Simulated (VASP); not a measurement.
# Cd2Ga (Fm-3m) in VASP: notebook

Runs on Cd2Ga. Level: r2SCAN. Tasks: single point.

Everything below comes from runs of VASP 6.6.1. Logs are shortened: lines on timing, memory, paths and dates and some standing lists are left out, and cuts for length are marked.

### Step 1. The cell of the first run

The structure is cubic, space group Fm-3m (No. 225). Conventional cell: a = 6.347 Å, b = 6.347 Å, c = 6.347 Å, α = 90.00°, β = 90.00°, γ = 90.00°. Cd (site symmetry -43m) has 4 Ga at 2.75 Å and 6 Cd at 3.17 Å within 3.6 Å. Ga (site symmetry m-3m) has 8 Cd at 2.75 Å within 3.6 Å.

### Step 2. Single point, r2SCAN

Contents of POSCAR:

```
Cd2Ga
1.0
    0.0000000000      3.1734102879      3.1734102879
    3.1734102879      0.0000000000      3.1734102879
    3.1734102879      3.1734102879      0.0000000000
Cd Ga
2 1
Direct
    0.2500000000      0.2500000000      0.2500000000
    0.7500000000      0.7500000000      0.7500000000
    0.0000000000      0.0000000000      0.0000000000
```

Contents of INCAR.step1:

```
  PREC = Accurate
  ENCUT = 520
  ISMEAR = 0
  SIGMA = 0.1
  LREAL = False
  LASPH = True
  NELM = 60
  NBANDS = 26
  GGA = PE
  ALGO = Normal
  EDIFF = 1E-4
  LWAVE = True
  LCHARG = False
```

Contents of INCAR.step2:

```
  PREC = Accurate
  ENCUT = 520
  EDIFF = 1E-7
  ISMEAR = 0
  SIGMA = 0.1
  LREAL = False
  LASPH = True
  NELM = 60
  ALGO = Normal
  ISIF = 2
  LWAVE = False
  LCHARG = False
  METAGGA = R2SCAN
  LMIXTAU = True
  NBANDS = 26
  ISTART = 1
```

Contents of KPOINTS:

```
Automatic mesh
0
Gamma
  6 6 6
```

Potentials or basis: VASP PAW PBE potentials, release 64 (Cd, Ga_d).

Run with:

```
$ cat potpaw_PBE.64/Cd/POTCAR potpaw_PBE.64/Ga_d/POTCAR > POTCAR
$ cp INCAR.step1 INCAR
$ mpirun -np 1 vasp_std > vasp.out
$ cp INCAR.step2 INCAR
$ mpirun -np 1 vasp_std > vasp.out
```

OUTCAR:

```text
PREC = Accurate
   ENCUT = 520
   EDIFF = 1E-7
   ISMEAR = 0
   LREAL = False
   LASPH = True
   NELM = 60
   ISIF = 2
   METAGGA = R2SCAN
   ISTART = 1

 ion  position               nearest neighbor table
   1  0.250  0.250  0.250-   3 2.75   3 2.75   3 2.75   3 2.75   2 3.17   2 3.17   2 3.17   2 3.17
                             2 3.17   2 3.17
   2  0.750  0.750  0.750-   3 2.75   3 2.75   3 2.75   3 2.75   1 3.17   1 3.17   1 3.17   1 3.17
                             1 3.17   1 3.17
   3  0.000  0.000  0.000-   2 2.75   2 2.75   2 2.75   1 2.75   2 2.75   1 2.75   1 2.75   1 2.75

  LATTYP: Found a face centered cubic cell.
 ALAT       =     6.3468205758

  Lattice vectors:

 A1 = (   0.0000000000,   3.1734102879,   3.1734102879)
 A2 = (   3.1734102879,   0.0000000000,   3.1734102879)
 A3 = (   3.1734102879,   3.1734102879,   0.0000000000)

Analysis of symmetry for initial positions (statically):
=====================================================================
 Subroutine PRICEL returns:
 Original cell was already a primitive cell.

 Routine SETGRP: Setting up the symmetry group for a
 face centered cubic supercell.

 Subroutine GETGRP returns: Found 48 space group operations
 (whereof 48 operations were pure point group operations)
 out of a pool of 48 trial point group operations.

The static configuration has the point symmetry O_h .

Analysis of symmetry for dynamics (positions and initial velocities):
=====================================================================
 Subroutine PRICEL returns:
 Original cell was already a primitive cell.

 Routine SETGRP: Setting up the symmetry group for a
 face centered cubic supercell.

 Subroutine GETGRP returns: Found 48 space group operations
 (whereof 48 operations were pure point group operations)
 out of a pool of 48 trial point group operations.

The dynamic configuration has the point symmetry O_h .

 Subroutine INISYM returns: Found 48 space group operations
 (whereof 48 operations are pure point group operations),
 and found     1 'primitive' translations

----------------------------------------------------------------------------------------

                                     Primitive cell
[... 77 lines left out ...]
   ICHARG =      0    charge: 1-file 2-atom 10-const
   ISPIN  =      1    spin polarized calculation?
   LNONCOLLINEAR =      F non collinear calculations
   LSORBIT =      F    spin-orbit coupling
   LASPH  =      T    aspherical Exc in radial PAW
   ENCUT  =  520.0 eV  38.22 Ry    6.18 a.u.   8.34  8.34  8.34*2*pi/ulx,y,z
   NELM   =     60;   NELMIN=  2; NELMDL=  0     # of ELM steps
   EDIFF  = 0.1E-06   stopping-criterion for ELM
   LREAL  =      F    real-space projection
   EDIFFG = 0.1E-05   stopping-criterion for IOM
   NSW    =      0    number of steps for IOM
   IBRION =     -1    ionic relax: 0-MD 1-quasi-New 2-CG
   NFREE  =      0    steps in history (QN), initial steepest desc. (CG)
   ISIF   =      2    stress and relaxation
   ISYM   =      2    0-nonsym 1-usesym 2-fastsym
   POTIM  = 0.5000    time-step for ionic-motion
   TEBEG  =    0.0;   TEEND  =   0.0 temperature during run
   PSTRESS=    0.0 pullay stress
   NELECT =      37.0000    total number of electrons
   NUPDOWN=      -1.0000    fix difference up-down
   EMIN   =  10.00;   EMAX   =-10.00  energy-range for DOS
   EFERMI =   0.00;   METHOD = LEGACY
   ISMEAR =     0;   SIGMA  =   0.10  broadening in eV -4-tet -1-fermi 0-gaus
   EFERMI_NEDOS =   21; number of points for ismear=-14 and -15
   IALGO  =     38    algorithm
   IMIX   =      4    mixing-type and parameters
     AMIX     =   0.40;   BMIX     =  1.00
     AMIX_MAG =   1.60;   BMIX_MAG =  1.00
  volume/ion in A,a.u.               =      21.31       143.78
  Fermi-wavevector in a.u.,A,eV,Ry     =   1.364392  2.578327 25.328139  1.861566
  Thomas-Fermi vector in A             =   2.490712
   LORBIT       =      0    0 simple, 1 ext, 2 COOP (PROOUT), +10 PAW based schemes
   METAGGA = R2SCAN    functional components
   LHFCALC =     F    Hartree Fock is set to
   AEXX    =    0.0000 exact exchange contribution
   IVDW    =     0    specifies the selected vdW correction
   LEPSILON=     F    determine dielectric tensor
   LRPA    =     F    only Hartree local field effects (RPA)
 non-spin polarized calculation
 Gauss-broadening in eV      SIGMA  =   0.10
  energy-cutoff  :      520.00
  volume of cell :       63.92
 maximum number of plane-waves:      1759
 NGX is ok and might be reduce to    36
   NGX = 17   NGY = 17   NGZ = 17

 number of electron      37.0000017 magnetization

 Free energy of the ion-electron system (eV)
  ---------------------------------------------------
  ext. energy  EPLUGINS =         0.00000000
  ---------------------------------------------------
  free energy    TOTEN  =       -51.50568308 eV

  energy without entropy =      -51.49675415  energy(sigma->0) =      -51.50121861

 E-fermi :   3.1061     XC(G=0): -11.5648

 val. band max:        3.0812765896   @ k =   0.5000   0.1667   0.0000
 cond. band min:       3.2181473589   @ k =   0.5000   0.5000   0.0000
 fundamental gap:      0.1368707693
 Fermi energy:         3.1061111204

 k-point     1 :       0.0000    0.0000    0.0000
  band No.  band energies     occupation
      1     -12.2343      2.00000
      2     -12.2343      2.00000
      3     -12.2343      2.00000
      4     -12.1898      2.00000
      5     -12.1898      2.00000
      6      -6.9153      2.00000
[... 453 lines left out ...]
     25      14.2993      0.00000
     26      14.7313      0.00000

------------------------ aborting loop because EDIFF is reached ----------------------------------------

  FORCE on cell =-STRESS in cart. coord.  units (eV):
  Direction    XX          YY          ZZ          XY          YZ          ZX
  --------------------------------------------------------------------------------------
  -------------------------------------------------------------------------------------
  Total        1.3125042      1.3125042      1.3125042      0.0000000      0.0000000     -0.0000000
  in kB       32.9005087     32.9005087     32.9005087      0.0000000      0.0000000     -0.0000000
  external PRESSURE =      32.9005087 kB  Pullay stress =       0.0000000 kB

 VOLUME and BASIS-vectors are now :
 -----------------------------------------------------------------------------
  energy-cutoff  :      520.00
  volume of cell :       63.92
      direct lattice vectors                 reciprocal lattice vectors
     0.000000000  3.173410288  3.173410288    -0.157559204  0.157559204  0.157559204
     3.173410288  0.000000000  3.173410288     0.157559204 -0.157559204  0.157559204
     3.173410288  3.173410288  0.000000000     0.157559204  0.157559204 -0.157559204

 POSITION                                       TOTAL-FORCE (eV/Angst)
 -----------------------------------------------------------------------------------
      1.58671      1.58671      1.58671        -0.000000     -0.000000     -0.000000
      4.76012      4.76012      4.76012         0.000000      0.000000      0.000000
      0.00000      0.00000      0.00000         0.000000     -0.000000      0.000000
 -----------------------------------------------------------------------------------
    total drift:                                0.000000      0.000000      0.000000

  FREE ENERGIE OF THE ION-ELECTRON SYSTEM (eV)
  ---------------------------------------------------
  free  energy   TOTEN  =       -51.5056830797 eV

  energy  without entropy=      -51.4967541453  energy(sigma->0) =      -51.50121861
```

It took 4.3 min on 1 thread of AMD EPYC 7R13, shared host; peak memory 0.19 GiB.

What came out:

```yaml
Free_energy: -51.5057 eV
Pressure: 3.3 GPa
Band_gap_on_the_k_mesh: zero (an odd number of electrons rules out a gap without spin polarisation)
```

Caveat: the cell stands under pressure; the PAW data sets were made with another functional, which shifts forces and pressure a little.

### Step 3. Single point, r2SCAN

This run uses another cell than the first one, of 22.47 Å³/atom.

Contents of POSCAR:

```
Cd2Ga
1.0
    0.0000000000      3.2300775541      3.2300775541
    3.2300775541      0.0000000000      3.2300775541
    3.2300775541      3.2300775541      0.0000000000
Cd Ga
2 1
Direct
    0.2500000000      0.2500000000      0.2500000000
    0.7500000000      0.7500000000      0.7500000000
    0.0000000000      0.0000000000      0.0000000000
```

Contents of INCAR.step1:

```
PREC = Accurate ; ENCUT = 520
ISMEAR = 0 ; SIGMA = 0.1
LREAL = F ; LASPH = T
NELM = 100 ; NBANDS = 26
GGA = PE ; ALGO = Normal
EDIFF = 1E-4 ; LWAVE = T
LCHARG = F
```

Contents of INCAR.step2:

```
PREC = Accurate ; ENCUT = 520
EDIFF = 1E-7 ; ISMEAR = 0
SIGMA = 0.1 ; LREAL = F
LASPH = T ; NELM = 100
ALGO = Normal ; ISIF = 2
LWAVE = F ; LCHARG = T
METAGGA = R2SCAN ; LMIXTAU = T
LELF = T ; LVHAR = T
NBANDS = 26 ; ISTART = 1
```

Contents of KPOINTS:

```
Automatic mesh
0
Gamma
  12 12 12
```

Potentials or basis: VASP PAW PBE potentials, release 64 (Cd, Ga_d).

Run with:

```
$ cat potpaw_PBE.64/Cd/POTCAR potpaw_PBE.64/Ga_d/POTCAR > POTCAR
$ cp INCAR.step1 INCAR
$ mpirun -np 1 vasp_std > vasp.out
$ cp INCAR.step2 INCAR
$ mpirun -np 1 vasp_std > vasp.out
```

Run time: 18 min. Hardware: 1 thread of AMD EPYC 7R13, shared host; peak memory 0.27 GiB.

Results (log left out):

* Free energy: -51.5272 eV
* Pressure: 0.2 GPa
* Band gap on the k mesh: zero (an odd number of electrons rules out a gap without spin polarisation)

Levels at points of the mesh, in eV from the Fermi level:
```
           k point  band 16  band 17  band 18  band 19  band 20  band 21  band 22  band 23
(0.00, 0.00, 0.00)    -8.55     2.32     2.55     2.55     2.55     2.82     2.82     2.82
(0.50, 0.00, 0.00)    -6.93    -5.45     0.87     0.87     1.15     3.77     3.77     5.36
(0.50, 0.50, 0.00)    -6.04    -4.71    -1.63    -1.63    -0.11     1.99    10.15    10.22
```

Caveat: the PAW data sets were made with another functional, which shifts forces and pressure a little.
